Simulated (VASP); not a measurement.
Set up this calculation in VASP 6.6.1, as the native input.

* Task: single point
* Functional: PBEsol
* Potentials or basis: VASP PAW PBE potentials, release 64 (Nb_sv)
* Cutoff: 500 eV
* k mesh: 6 × 6 × 6
* Occupations: gaussian, width 0.1 eV
* Spin: no spin polarisation
* Dipole correction: no
* Further INCAR settings: ALGO = Normal; EDIFF = 1e-06; NBANDS = 26

The structure of Nb lies in POSCAR:

```
Nb
1.0
    4.8187066211      0.0000000000      0.0000000000
   -2.4093533106      4.1731223472      0.0000000000
    0.0000000000      0.0000000000      2.6641607531
Nb
3
Direct
    0.0000000000      0.0000000000      0.0000000000
    0.3333333333      0.6666666667      0.5000000000
    0.6666666667      0.3333333333      0.5000000000
```

These files were run (other wordings do the same):

INCAR

```
SYSTEM = Nb
ALGO = Normal
EDIFF = 1E-6
ENCUT = 500
GGA = PS
GGA_COMPAT = .FALSE.
ISIF = 2
ISMEAR = 0
LASPH = .TRUE.
LCHARG = .FALSE.
LREAL = .FALSE.
LWAVE = .FALSE.
NBANDS = 26
NELM = 120
PREC = Accurate
SIGMA = 0.1
```

KPOINTS

```
k-points
0
G
  6 6 6
  0 0 0
```

Potentials or basis: VASP PAW PBE potentials, release 64 (Nb_sv).

Run with:

```sh
$ cat potpaw_PBE.64/Nb_sv/POTCAR > POTCAR
$ mpirun -np 1 vasp_std > vasp.out
```

Results of the run:

The pressure is -0.2 GPa.

Caveat: the k points lie up to 0.39 Å⁻¹ apart; the PAW data sets were made with another functional, which shifts forces and pressure a little.

Run time: 14 s on 1 thread of Intel(R) Xeon(R) 6975P-C (Granite Rapids), with other jobs on the host, peak memory 0.17 GiB.
